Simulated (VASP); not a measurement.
# Ti8H3CO16 in VASP: single point with PBE+D3(BJ)

Aim: the single point of Ti8H3CO16 with PBE+D3(BJ).

Program: VASP 6.6.1. These are calculated values, not measurements. Logs are shortened: lines on timing, memory, paths and dates and some standing lists are left out, and cuts for length are marked.

### 1 The cell of the first run

The cell holds a slab with vacuum, 28 atoms: a = 7.575 Å, b = 5.484 Å, c = 24.241 Å, α = 90.00°, β = 90.00°, γ = 110.20°.

### 2 Single point, PBE+D3(BJ), collinear spin

INCAR reads:

```
SYSTEM = Ti8H3CO16
PREC = Accurate ; ENCUT = 520
EDIFF = 1E-7 ; ISMEAR = 0
SIGMA = 0.05 ; LREAL = Auto
LASPH = .TRUE. ; NELM = 150
ALGO = Normal ; ISIF = 2
LWAVE = .FALSE. ; LCHARG = .FALSE.
ISPIN = 2 ; MAGMOM = 0 0 0 0 0 0 0 0 0 0 0 0 0 0 0 0 0 0 0 0 0 0 0 0 1 0 0 0
LORBIT = 11 ; LMAXMIX = 4
LDIPOL = .TRUE. ; IDIPOL = 3
DIPOL = 0.5 0.5 0.479 ; GGA = PE
IVDW = 12 ; NBANDS = 124
KPAR = 2
```

KPOINTS reads:

```
Automatic mesh
0
G
  2 3 1
  0 0 0
```

POSCAR reads:

```
Ti8H3CO16
1.0
    7.5747420722      0.0000000000      0.0000000000
   -1.8936855181      5.1466543507      0.0000000000
    0.0000000000      0.0000000000     24.2406590933
O Ti C H
16 8 1 3
Direct
    0.1576574043      0.6306296174      0.3300240298
    0.6576574043      0.6306296174      0.3300240298
    0.2995803408      0.1983213634      0.3663439763
    0.7995803408      0.1983213634      0.3663439763
    0.4777260876      0.9109043506      0.3904910298
    0.9777260876      0.9109043506      0.3904910298
    0.1196490241      0.4785960966      0.4268109763
    0.6196490241      0.4785960966      0.4268109763
    0.2263509373      0.9098171421      0.4762809132
    0.7311036291      0.9031359045      0.4778842488
    0.3698254565      0.4801070933      0.5149250279
    0.8665288506      0.4706061950      0.5150953548
    0.5478809181      0.1950593873      0.5469695952
    0.0477700165      0.1925285132      0.5472839760
    0.1931657855      0.7751329613      0.5741689421
    0.6880205118      0.7850572420      0.5786905077
    0.0676917460      0.2707669840      0.3602575299
    0.5676917460      0.2707669840      0.3602575299
    0.2096146825      0.8384587300      0.3965774763
    0.7096146825      0.8384587300      0.3965774763
    0.1389609076      0.5464066522      0.5094383711
    0.6269224026      0.5288794577      0.5053988375
    0.2687248490      0.0830095475      0.5402617709
    0.7796350939      0.1069227676      0.5373979171
    0.5901435572      0.7034395496      0.6291204779
    0.5903896821      0.5085955988      0.6398293866
    0.6605155712      0.8377965448      0.6624810802
    0.4441089385      0.6979851923      0.6251290181
```

Potentials or basis: VASP PAW PBE potentials, release 64 (O, Ti_sv, C, H).

Run with:

```console
$ cat potpaw_PBE.64/O/POTCAR potpaw_PBE.64/Ti_sv/POTCAR potpaw_PBE.64/C/POTCAR potpaw_PBE.64/H/POTCAR > POTCAR
$ mpirun -np 8 vasp_std > vasp.out
```

OUTCAR:

```text
SYSTEM = Ti8H3CO16
   PREC = Accurate
   ENCUT = 520
   EDIFF = 1E-7
   ISMEAR = 0
   LREAL = Auto
   LASPH = .TRUE.
   NELM = 150
   ISIF = 2
   ISPIN = 2
   LORBIT = 11
   GGA = PE
   IVDW = 12
 IVDW          = 12

 ion  position               nearest neighbor table
   1  0.158  0.631  0.330-  19 1.94  17 1.99
   2  0.658  0.631  0.330-  20 1.94  18 1.99
   3  0.300  0.198  0.366-  17 1.94  18 1.94  19 1.99
   4  0.800  0.198  0.366-  18 1.94  17 1.94  20 1.99
   5  0.478  0.911  0.390-  19 1.94  20 1.94  18 1.99
   6  0.978  0.911  0.390-  20 1.94  19 1.94  17 1.99
   7  0.120  0.479  0.427-  17 1.94  19 1.99  21 2.03
   8  0.620  0.479  0.427-  22 1.92  18 1.94  20 1.99
   9  0.226  0.910  0.476-  23 1.79  19 1.97  21 2.04
  10  0.731  0.903  0.478-  24 1.78  20 2.00  22 2.04
  11  0.370  0.480  0.515-  22 1.89  21 1.91  23 2.13
  12  0.867  0.471  0.515-  24 1.95  22 1.96  21 1.96
  13  0.548  0.195  0.547-  24 1.99  22 1.99  23 1.99
  14  0.048  0.193  0.547-  24 1.94  23 1.97  21 2.04
  15  0.193  0.775  0.574-  23 1.79  21 1.96
  16  0.688  0.785  0.579-  25 1.42  24 1.94  22 2.21
  17  0.068  0.271  0.360-   7 1.94   3 1.94   4 1.94   6 1.99   1 1.99
  18  0.568  0.271  0.360-   8 1.94   4 1.94   3 1.94   5 1.99   2 1.99
  19  0.210  0.838  0.397-   5 1.94   6 1.94   1 1.94   9 1.97   7 1.99   3 1.99
  20  0.710  0.838  0.397-   6 1.94   5 1.94   2 1.94   8 1.99   4 1.99  10 2.00
  21  0.139  0.546  0.509-  11 1.91  15 1.96  12 1.96   7 2.03   9 2.04  14 2.04  23 2.86
  22  0.627  0.529  0.505-  11 1.89   8 1.92  12 1.96  13 1.99  10 2.04  16 2.21
  23  0.269  0.083  0.540-  15 1.79   9 1.79  14 1.97  13 1.99  11 2.13  21 2.86
  24  0.780  0.107  0.537-  10 1.78  14 1.94  16 1.94  12 1.95  13 1.99
  25  0.590  0.703  0.629-  27 1.10  26 1.10  28 1.10  16 1.42
  26  0.590  0.509  0.640-  25 1.10
  27  0.661  0.838  0.662-  25 1.10
  28  0.444  0.698  0.625-  25 1.10

  Warning from LATTYP: Monoclinic adjustment (A1->A3, A2->A1, A3->A2)!
  LATTYP: Found a simple monoclinic cell.
 ALAT       =     5.4839853981
 B/A-ratio  =     4.4202632453
 C/A-ratio  =     1.3812476734
 COS(beta)  =    -0.3453119184

  Lattice vectors:

 A1 = (  -1.8936855181,   5.1466543507,   0.0000000000)
 A2 = (   0.0000000000,   0.0000000000,  24.2406590933)
 A3 = (   7.5747420722,   0.0000000000,   0.0000000000)

Analysis of symmetry for initial positions (statically):
=====================================================================
 Subroutine PRICEL returns:
 Original cell was already a primitive cell.

 Routine SETGRP: Setting up the symmetry group for a
 simple monoclinic supercell.

 Subroutine GETGRP returns: Found  1 space group operations
 (whereof  1 operations were pure point group operations)
 out of a pool of  4 trial point group operations.

The static configuration has the point symmetry C_1 .

Analysis of symmetry for dynamics (positions and initial velocities):
=====================================================================
 Subroutine PRICEL returns:
 Original cell was already a primitive cell.

 Routine SETGRP: Setting up the symmetry group for a
 simple monoclinic supercell.

 Subroutine GETGRP returns: Found  1 space group operations
 (whereof  1 operations were pure point group operations)
 out of a pool of  4 trial point group operations.

The dynamic configuration has the point symmetry C_1 .

Analysis of structural, dynamic, and magnetic symmetry:
=====================================================================
 Subroutine PRICEL returns:
 Original cell was already a primitive cell.

 Routine SETGRP: Setting up the symmetry group for a
 simple monoclinic supercell.

 Subroutine GETGRP returns: Found  1 space group operations
 (whereof  1 operations were pure point group operations)
 out of a pool of  4 trial point group operations.

The overall configuration has the point symmetry C_1 .

 Subroutine INISYM returns: Found  1 space group operations
 (whereof  1 operations are pure point group operations),
 and found     1 'primitive' translations

----------------------------------------------------------------------------------------

                                     Primitive cell

  volume of cell :     945.0119

  direct lattice vectors                    reciprocal lattice vectors
     7.574742072  0.000000000  0.000000000     0.132017697  0.048575246  0.000000000
    -1.893685518  5.146654351  0.000000000     0.000000000  0.194300983  0.000000000
     0.000000000  0.000000000 24.240659093     0.000000000  0.000000000  0.041253004

[... 95 lines left out ...]
  0.500000  0.333333  0.000000      2.000000
   k-points           NKPTS =      4   k-points in BZ     NKDIM =      4   number of bands    NBANDS=    124
   number of dos      NEDOS =    301   number of ions     NIONS =     28
   total plane-waves  NPLWV = 423360
   dimension x,y,z NGX =    56 NGY =   42 NGZ =  180
   dimension x,y,z NGXF=   112 NGYF=   84 NGZF=  360
   ions per type =              16   8   1   3
   NGX,Y,Z   is equivalent  to a cutoff of  12.29, 12.73, 12.34 a.u.
   NGXF,Y,Z  is equivalent  to a cutoff of  24.58, 25.46, 24.69 a.u.
 SYSTEM =  Ti8H3CO16
   PREC   = accura    normal or accurate (medium, high low for compatibility)
   ISTART =      0    job   : 0-new  1-cont  2-samecut
   ICHARG =      2    charge: 1-file 2-atom 10-const
   ISPIN  =      2    spin polarized calculation?
   LNONCOLLINEAR =      F non collinear calculations
   LSORBIT =      F    spin-orbit coupling
   LASPH  =      T    aspherical Exc in radial PAW
   ENCUT  =  520.0 eV  38.22 Ry    6.18 a.u.  14.08 10.20 45.07*2*pi/ulx,y,z
   NELM   =    150;   NELMIN=  2; NELMDL= -5     # of ELM steps
   EDIFF  = 0.1E-06   stopping-criterion for ELM
   LREAL  =      T    real-space projection
   EDIFFG = 0.1E-05   stopping-criterion for IOM
   NSW    =      0    number of steps for IOM
   IBRION =     -1    ionic relax: 0-MD 1-quasi-New 2-CG
   NFREE  =      0    steps in history (QN), initial steepest desc. (CG)
   ISIF   =      2    stress and relaxation
   ISYM   =      2    0-nonsym 1-usesym 2-fastsym
   POTIM  = 0.5000    time-step for ionic-motion
   TEBEG  =    0.0;   TEEND  =   0.0 temperature during run
   PSTRESS=    0.0 pullay stress
   NELECT =     199.0000    total number of electrons
   NUPDOWN=      -1.0000    fix difference up-down
   EMIN   =  10.00;   EMAX   =-10.00  energy-range for DOS
   EFERMI =   0.00;   METHOD = LEGACY
   ISMEAR =     0;   SIGMA  =   0.05  broadening in eV -4-tet -1-fermi 0-gaus
   EFERMI_NEDOS =   21; number of points for ismear=-14 and -15
   IALGO  =     38    algorithm
   IMIX   =      4    mixing-type and parameters
     AMIX     =   0.40;   BMIX     =  1.00
     AMIX_MAG =   1.60;   BMIX_MAG =  1.00
  volume/ion in A,a.u.               =      33.75       227.76
  Fermi-wavevector in a.u.,A,eV,Ry     =   0.973973  1.840541 12.906796  0.948623
  Thomas-Fermi vector in A             =   2.104395
   LORBIT       =     11    0 simple, 1 ext, 2 COOP (PROOUT), +10 PAW based schemes
   GGA     = PE    functional components
   LHFCALC =     F    Hartree Fock is set to
   AEXX    =    0.0000 exact exchange contribution
   IVDW    =    12    specifies the selected vdW correction
   LEPSILON=     F    determine dielectric tensor
   LRPA    =     F    only Hartree local field effects (RPA)
 spin polarized calculation
 Gauss-broadening in eV      SIGMA  =   0.05
  energy-cutoff  :      520.00
  volume of cell :      945.01
 maximum number of plane-waves:     25455
   NGX = 29   NGY = 21   NGZ = 91

 number of electron     198.9999995 magnetization       0.0001445

 number of electron     198.9999995 magnetization      -0.0000155

 dipolmoment           0.000000      0.000000     -0.302017 electrons x Angstroem

 Free energy of the ion-electron system (eV)
  ---------------------------------------------------
  ext. energy  EPLUGINS =         0.00000000
  ---------------------------------------------------
  free energy    TOTEN  =      -230.76007841 eV

  energy without entropy =     -230.76005882  energy(sigma->0) =     -230.76006861

 E-fermi :  -0.7493     XC(G=0):  -3.8938

 val. band max:       -0.8803404509   @ k =   0.0000   0.3333   0.0000
 cond. band min:      -0.6182899709   @ k =   0.5000   0.3333   0.0000
 fundamental gap:      0.2620504800
 Fermi energy:        -0.7493156323

 spin component 1

 k-point     1 :       0.0000    0.0000    0.0000
  band No.  band energies     occupation
      1     -59.9383      1.00000
      2     -59.8640      1.00000
      3     -59.7433      1.00000
      4     -59.5686      1.00000
      5     -59.5619      1.00000
      6     -59.4995      1.00000
[... 445 lines left out ...]
    110       0.0524      0.00000
    111       0.1411      0.00000
 Fermi energy:        -0.7493156323

 spin component 2

 k-point     1 :       0.0000    0.0000    0.0000
  band No.  band energies     occupation
      1     -59.9383      1.00000
      2     -59.8640      1.00000
      3     -59.7433      1.00000
      4     -59.5686      1.00000
      5     -59.5619      1.00000
      6     -59.4995      1.00000
[... 445 lines left out ...]
    110       0.0524      0.00000
    111       0.1411      0.00000
 [bands above 111 left out]

------------------------ aborting loop because EDIFF is reached ----------------------------------------

 vacuum level on the upper side and lower side of the slab       (xc-potential included)        -0.683         0.688

 Edisp (eV)   -4.04223

 E8    (eV) :    -1.6369

  FORCE on cell =-STRESS in cart. coord.  units (eV):
  Direction    XX          YY          ZZ          XY          YZ          ZX
  --------------------------------------------------------------------------------------
  -------------------------------------------------------------------------------------
  Total      -2.16895   -12.69756    -2.99183     0.14956    -3.08961    -0.07162
  in kB      -3.67725   -21.52750    -5.07236     0.25356    -5.23814    -0.12142
  external pressure =      -10.09 kB  Pullay stress =        0.00 kB

 VOLUME and BASIS-vectors are now :
 -----------------------------------------------------------------------------
  energy-cutoff  :      520.00
  volume of cell :      945.01
      direct lattice vectors                 reciprocal lattice vectors
     7.574742072  0.000000000  0.000000000     0.132017697  0.048575246  0.000000000
    -1.893685518  5.146654351  0.000000000     0.000000000  0.194300983  0.000000000
     0.000000000  0.000000000 24.240659093     0.000000000  0.000000000  0.041253004

 POSITION                                       TOTAL-FORCE (eV/Angst)
 -----------------------------------------------------------------------------------
     -0.00000      3.24563      8.00000         0.003773     -1.403019      1.131013
      3.78737      3.24563      8.00000         0.009525     -1.383443      1.341616
      1.89369      1.02069      8.88042         0.086387      0.217504     -0.977857
      5.68106      1.02069      8.88042        -0.089451      0.088913     -0.880018
      1.89369      4.68811      9.46576         0.171676      0.185625      0.348364
      5.68106      4.68811      9.46576        -0.135923      0.104815      0.259569
[... 20 lines left out ...]
      3.41671      4.31185     16.05898         0.009405      0.025618      0.020351
      2.04225      3.59229     15.15354        -0.034630     -0.001826     -0.013069
 -----------------------------------------------------------------------------------
    total drift:                                0.024801      0.038729      0.016512

  FREE ENERGIE OF THE ION-ELECTRON SYSTEM (eV)
  ---------------------------------------------------
  free  energy   TOTEN  =      -234.8023079704 eV

  energy  without entropy=     -234.8022883823  energy(sigma->0) =     -234.80229818

 vacuum level on the upper side and lower side of the slab         2.353         3.755

 total charge

# of ion       s       p       d       tot
------------------------------------------
    1        1.578   3.364   0.000   4.942
    2        1.579   3.361   0.000   4.940
    3        1.571   3.501   0.000   5.072
    4        1.571   3.501   0.000   5.072
    5        1.572   3.504   0.000   5.076
    6        1.572   3.504   0.000   5.076
[... 20 lines left out ...]
   27        0.650   0.043   0.000   0.693
   28        0.640   0.046   0.000   0.686
--------------------------------------------------
tot         45.623 107.601  14.420 167.644

 magnetization (x)

# of ion       s       p       d       tot
------------------------------------------
    1        0.000   0.000   0.000   0.000
    2        0.000   0.000   0.000   0.000
    3        0.000   0.000   0.000   0.000
    4        0.000   0.000   0.000   0.000
    5        0.000   0.000   0.000   0.000
    6        0.000   0.000   0.000   0.000
[... 20 lines left out ...]
   27       -0.000  -0.000   0.000  -0.000
   28       -0.000  -0.000   0.000  -0.000
--------------------------------------------------
tot         -0.000   0.000  -0.000   0.000
```

Run time: 17 min. Hardware: 8 MPI ranks of Intel Xeon Platinum 8375C at 2.90GHz (Ice Lake), shared host; peak memory 0.53 GiB.

What came out:

| Quantity | Value |
| --- | --- |
| Free energy | -234.8023 eV |
| Largest force | 4.039 eV/Å |
| Net moment | 0.00 μB per cell |
| Valence electrons inside the program's atomic spheres | O 4.94, 5.07, 5.08, 5.04, 5.06, 5.09, 5.05, 5.01, 5.10 (each value once); Ti 10.21, 10.27, 10.26, 10.22, 10.24, 10.43, 10.37 (each value once); C 2.57; H 0.69 |
| Dispersion energy per atom | -0.144 eV |

Forces on the atoms (eV/Å):
```
O    0.004 -1.403  1.131
O    0.010 -1.383  1.342
O    0.086  0.218 -0.978
O   -0.089  0.089 -0.880
O    0.172  0.186  0.348
O   -0.136  0.105  0.260
O   -0.003 -0.604  0.873
O   -0.048 -0.873  0.965
O    0.002  0.001 -0.045
O    0.001 -0.032 -0.063
O   -0.002  0.007  0.007
O   -0.025  0.029 -0.004
O    0.004 -0.008  0.018
O    0.031 -0.012  0.017
O    0.008 -0.050  0.091
O    0.044  0.018 -0.094
Ti   0.078  3.757  1.481
Ti  -0.074  3.328  0.999
Ti  -0.098 -2.026 -2.794
Ti   0.098 -1.397 -2.920
Ti  -0.002 -0.040 -0.013
Ti   0.008  0.041  0.027
Ti  -0.008  0.125  0.037
Ti  -0.001 -0.026  0.070
C   -0.040 -0.055  0.119
H    0.006 -0.018  0.000
H    0.009  0.026  0.020
H   -0.035 -0.002 -0.013
```

Caveat: the k points lie up to 0.44 Å⁻¹ apart; semilocal functionals often make such compounds metallic where correlation or magnetic order opens a gap, which also shifts bond lengths.
